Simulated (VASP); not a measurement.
# TaN (P-6m2) in VASP: further runs, part 2 of 2

VASP 6.6.1.

## 3. Relaxation of cell and atoms, r2SCAN, target pressure 5 GPa, at which the enthalpy is minimised

This run uses another cell than the first one, of 10.62 Å³/atom, 0.916 times its volume.

Input file POSCAR:

```
TaN
1.0
    2.9224708181      0.0000000000      0.0000000000
   -1.4612354090      2.5309339703      0.0000000000
    0.0000000000      0.0000000000      2.8721179002
Ta N
1 1
Direct
    0.3333333333      0.6666666667      0.5000000000
    0.0000000000      0.0000000000      0.0000000000
```

Input file INCAR.step1:

```
ALGO     = Normal         # electronic algorithm
EDIFF    = 1E-4           # SCF threshold, eV
ENCUT    = 600            # plane-wave cutoff, eV
GGA      = PE             # functional
ISMEAR   = 0              # smearing method
LASPH    = T              # aspherical terms in the spheres
LCHARG   = F              # write CHGCAR
LREAL    = F              # projectors in reciprocal space
LWAVE    = T              # write WAVECAR
NELM     = 60             # most SCF steps
PREC     = Accurate       # precision mode
SIGMA    = 0.1            # smearing width, eV
```

Input file INCAR.step2:

```
ALGO     = Normal         # electronic algorithm
EDIFF    = 1E-6           # SCF threshold, eV
EDIFFG   = -0.008         # ionic threshold
ENCUT    = 600            # plane-wave cutoff, eV
IBRION   = 2              # ionic algorithm
ISIF     = 3              # what is computed and relaxed
ISMEAR   = 0              # smearing method
ISTART   = 1            
LASPH    = T              # aspherical terms in the spheres
LCHARG   = F              # write CHGCAR
LMIXTAU  = T            
LREAL    = F              # projectors in reciprocal space
LWAVE    = F              # write WAVECAR
METAGGA  = R2SCAN         # meta-GGA
NELM     = 60             # most SCF steps
NSW      = 70             # ionic steps
PREC     = Accurate       # precision mode
PSTRESS  = 50.0         
SIGMA    = 0.1            # smearing width, eV
```

Input file KPOINTS:

```
k-points
0
Gamma
  18 18 14
```

Potentials or basis: VASP PAW PBE potentials, release 64 (Ta_pv, N).

The run is started by

```
$ cat potpaw_PBE.64/Ta_pv/POTCAR potpaw_PBE.64/N/POTCAR > POTCAR
$ cp INCAR.step1 INCAR
$ mpirun -np 1 vasp_std > vasp.out
$ cp INCAR.step2 INCAR
$ mpirun -np 1 vasp_std > vasp.out
```

OUTCAR:

```text
EDIFF = 1E-6
   EDIFFG = -0.008
   ENCUT = 600
   IBRION = 2
   ISIF = 3
   ISMEAR = 0
   ISTART = 1
   LASPH = T
   LREAL = F
   METAGGA = R2SCAN
   NELM = 60
   NSW = 70
   PREC = Accurate
   PSTRESS = 50.0

 ion  position               nearest neighbor table
   1  0.333  0.667  0.500-   2 2.22   2 2.22   2 2.22   2 2.22   2 2.22   2 2.22
   2  0.000  0.000  0.000-   1 2.22   1 2.22   1 2.22   1 2.22   1 2.22   1 2.22

  LATTYP: Found a hexagonal cell.
 ALAT       =     2.9224708181
 C/A-ratio  =     0.9827704292

  Lattice vectors:

 A1 = (   2.9224708181,   0.0000000000,   0.0000000000)
 A2 = (  -1.4612354090,   2.5309339703,   0.0000000000)
 A3 = (   0.0000000000,   0.0000000000,   2.8721179002)

Analysis of symmetry for initial positions (statically):
=====================================================================
 Subroutine PRICEL returns:
 Original cell was already a primitive cell.

 Routine SETGRP: Setting up the symmetry group for a
 hexagonal supercell.

 Subroutine GETGRP returns: Found 12 space group operations
 (whereof 12 operations were pure point group operations)
 out of a pool of 24 trial point group operations.

The static configuration has the point symmetry D_3h.

Analysis of symmetry for dynamics (positions and initial velocities):
=====================================================================
 Subroutine PRICEL returns:
 Original cell was already a primitive cell.

 Routine SETGRP: Setting up the symmetry group for a
 hexagonal supercell.

 Subroutine GETGRP returns: Found 12 space group operations
 (whereof 12 operations were pure point group operations)
 out of a pool of 24 trial point group operations.

The dynamic configuration has the point symmetry D_3h.

 Subroutine INISYM returns: Found 12 space group operations
 (whereof 12 operations are pure point group operations),
 and found     1 'primitive' translations

----------------------------------------------------------------------------------------

                                     Primitive cell

  volume of cell :      21.2439

  direct lattice vectors                    reciprocal lattice vectors
     2.922470818  0.000000000  0.000000000     0.342176214  0.197555529  0.000000000
    -1.461235409  2.530933970  0.000000000     0.000000000  0.395111059  0.000000000
     0.000000000  0.000000000  2.872117900     0.000000000  0.000000000  0.348175122

  length of vectors
     2.922470818  2.922470818  2.872117900     0.395111058  0.395111059  0.348175122

  position of ions in fractional coordinates (direct lattice)
     0.333333333  0.666666667  0.500000000
     0.000000000  0.000000000  0.000000000

  ion indices of the primitive-cell ions
   primitive index   ion index
                 1           1
                 2           2

----------------------------------------------------------------------------------------

 KPOINTS: k-points

Automatic generation of k-mesh.
 Grid dimensions read from file:
 generate k-points for:   18   18   14

[... 46 lines left out ...]
   number of dos      NEDOS =    301   number of ions     NIONS =      2
   total plane-waves  NPLWV =  13824
   dimension x,y,z NGX =    24 NGY =   24 NGZ =   24
   dimension x,y,z NGXF=    48 NGYF=   48 NGZF=   48
   ions per type =               1   1
   NGX,Y,Z   is equivalent  to a cutoff of  13.65, 13.65, 13.89 a.u.
   NGXF,Y,Z  is equivalent  to a cutoff of  27.30, 27.30, 27.78 a.u.
 SYSTEM =  unknown system
   PREC   = accura    normal or accurate (medium, high low for compatibility)
   ISTART =      1    job   : 0-new  1-cont  2-samecut
   ICHARG =      0    charge: 1-file 2-atom 10-const
   ISPIN  =      1    spin polarized calculation?
   LNONCOLLINEAR =      F non collinear calculations
   LSORBIT =      F    spin-orbit coupling
   LASPH  =      T    aspherical Exc in radial PAW
   ENCUT  =  600.0 eV  44.10 Ry    6.64 a.u.   5.84  5.84  5.74*2*pi/ulx,y,z
   NELM   =     60;   NELMIN=  2; NELMDL=  0     # of ELM steps
   EDIFF  = 0.1E-05   stopping-criterion for ELM
   LREAL  =      F    real-space projection
   EDIFFG = -.8E-02   stopping-criterion for IOM
   NSW    =     70    number of steps for IOM
   IBRION =      2    ionic relax: 0-MD 1-quasi-New 2-CG
   NFREE  =      1    steps in history (QN), initial steepest desc. (CG)
   ISIF   =      3    stress and relaxation
   ISYM   =      2    0-nonsym 1-usesym 2-fastsym
   POTIM  = 0.5000    time-step for ionic-motion
   TEBEG  =    0.0;   TEEND  =   0.0 temperature during run
   PSTRESS=   50.0 pullay stress
   NELECT =      16.0000    total number of electrons
   NUPDOWN=      -1.0000    fix difference up-down
   EMIN   =  10.00;   EMAX   =-10.00  energy-range for DOS
   EFERMI =   0.00;   METHOD = LEGACY
   ISMEAR =     0;   SIGMA  =   0.10  broadening in eV -4-tet -1-fermi 0-gaus
   EFERMI_NEDOS =   21; number of points for ismear=-14 and -15
   IALGO  =     38    algorithm
   IMIX   =      4    mixing-type and parameters
     AMIX     =   0.40;   BMIX     =  1.00
     AMIX_MAG =   1.60;   BMIX_MAG =  1.00
  volume/ion in A,a.u.               =      10.62        71.68
  Fermi-wavevector in a.u.,A,eV,Ry     =   1.489488  2.814725 30.185547  2.218575
  Thomas-Fermi vector in A             =   2.602390
   LORBIT       =      0    0 simple, 1 ext, 2 COOP (PROOUT), +10 PAW based schemes
   METAGGA = R2SCAN    functional components
   LHFCALC =     F    Hartree Fock is set to
   AEXX    =    0.0000 exact exchange contribution
   IVDW    =     0    specifies the selected vdW correction
   LEPSILON=     F    determine dielectric tensor
   LRPA    =     F    only Hartree local field effects (RPA)
 conjugate gradient relaxation of ions
 non-spin polarized calculation
 Gauss-broadening in eV      SIGMA  =   0.10
  energy-cutoff  :      600.00
  volume of cell :       21.24
 maximum number of plane-waves:       724
 NGX is ok and might be reduce to    24
   NGX = 11   NGY = 11   NGZ = 11

--------------------------------------- Ionic step        1  -------------------------------------------

 number of electron      16.0000000 magnetization

 Free energy of the ion-electron system (eV)
  ---------------------------------------------------
  ext. energy  EPLUGINS =         0.00000000
  ---------------------------------------------------
  free energy    TOTEN  =       -60.38833538 eV

  energy without entropy =      -60.38809120  energy(sigma->0) =      -60.38821329

------------------------ aborting loop because EDIFF is reached ----------------------------------------

  FORCE on cell =-STRESS in cart. coord.  units (eV):
  Direction    XX          YY          ZZ          XY          YZ          ZX
  --------------------------------------------------------------------------------------
  -------------------------------------------------------------------------------------
  Total        0.8779400      0.8779400      0.9506157      0.0000000     -0.0000000     -0.0000000
  in kB       66.2128305     66.2128305     71.6939193      0.0000000     -0.0000000     -0.0000000
  external PRESSURE =      18.0398601 kB  Pullay stress =      50.0000000 kB
[... 63 lines left out ...]
--------------------------------------- Ionic step        3  -------------------------------------------

 number of electron      16.0000000 magnetization

 Free energy of the ion-electron system (eV)
  ---------------------------------------------------
  ext. energy  EPLUGINS =         0.00000000
  ---------------------------------------------------
  free energy    TOTEN  =       -60.39195942 eV

  energy without entropy =      -60.39171441  energy(sigma->0) =      -60.39183692

 E-fermi :   8.3164     XC(G=0): -14.4091

 val. band max:        8.2844775986   @ k =   0.0000   0.0000   0.4286
 cond. band min:       8.3455214673   @ k =   0.0556  -0.0000   0.5000
 fundamental gap:      0.0610438687
 Fermi energy:         8.3164288836

 k-point     1 :       0.0000    0.0000    0.0000
  band No.  band energies     occupation
      1     -27.7964      2.00000
      2     -27.5237      2.00000
      3     -27.5237      2.00000
      4     -10.5626      2.00000
      5       3.4624      2.00000
      6       3.4624      2.00000
      7       3.8742      2.00000
      8       5.1487      2.00000
      9      10.9013      0.00000
     10      12.1096      0.00000
     11      12.1096      0.00000
     12      12.6019      0.00000
[... 331 lines left out ...]
 k-point    24 :       0.3889    0.1111    0.0000
  band No.  band energies     occupation
      1     -28.5676      2.00000
      2     -27.8501      2.00000
      3     -27.6421      2.00000
      4      -8.2300      2.00000
      5      -0.1351      2.00000
      6       2.8571      2.00000
      7       3.8182      2.00000
      8       5.8714      2.00000
      9      10.8513      0.00000
     10      11.5431      0.00000
     11      13.1395      0.00000
     12      14.7755      0.00000

 [... further k-points ...]
[... 5 lines left out ...]
  --------------------------------------------------------------------------------------
  -------------------------------------------------------------------------------------
  Total        0.6657040      0.6657040      0.6692725      0.0000000     -0.0000000      0.0000000
  in kB       49.9739893     49.9739893     50.2418742      0.0000000     -0.0000000      0.0000000
  external PRESSURE =       0.0632843 kB  Pullay stress =      50.0000000 kB
[... 21 lines left out ...]
  energy  without entropy=      -60.3917144091  energy(sigma->0) =      -60.39183692

  enthalpy is  TOTEN    =       -59.7259089665 eV   P V=        0.6660504574

 reached required accuracy - stopping structural energy minimisation
```

Wall time 7 min (1 thread of Intel Xeon Platinum 8259CL at 2.50GHz (Skylake/Cascade Lake), shared host); peak memory 0.24 GiB.

What came out:

```
Free energy                                            : -60.3920 eV
Relaxed volume                                         : 10.67 Å³/atom
Relaxed cell                                           : a = 2.927 Å, b = 2.927 Å, c = 2.877 Å, α = 90.00°, β = 90.00°, γ = 120.00°
Space group after relaxing (to 0.05 Å)                 : P-6m2 (No. 187)
Energy change on relaxing (the enthalpy is what falls) : -1.8 meV/atom
Ionic steps                                            : 3
Pressure after relaxing                                : 5.0 GPa
Band gap on the k mesh                                 : zero (band 8 reaches 8.49 eV, above the bottom of band 9 at 8.23 eV)
```

Step by step:
```tsv
step	energy change (eV)	largest force (eV/Å)	pressure (GPa)	volume (Å³)
1	0.0000	0.0000	6.80	21.24
2	-0.0080	0.0000	0.28	21.61
3	-0.0036	0.0000	5.01	21.34
```

Final structure:
```
CELL_PARAMETERS angstrom
2.92653 0.00000 0.00000
-1.46327 2.53445 0.00000
0.00000 0.00000 2.87746
ATOMIC_POSITIONS crystal
Ta 0.33333 0.66667 0.50000
N 0.00000 0.00000 0.00000
```

Caveat: the cell is relaxed towards a set pressure, so the enthalpy falls and the energy may rise; the PAW data sets were made with another functional, which shifts forces and pressure a little; spin-orbit coupling is left out, which moves the levels of the heavy elements.
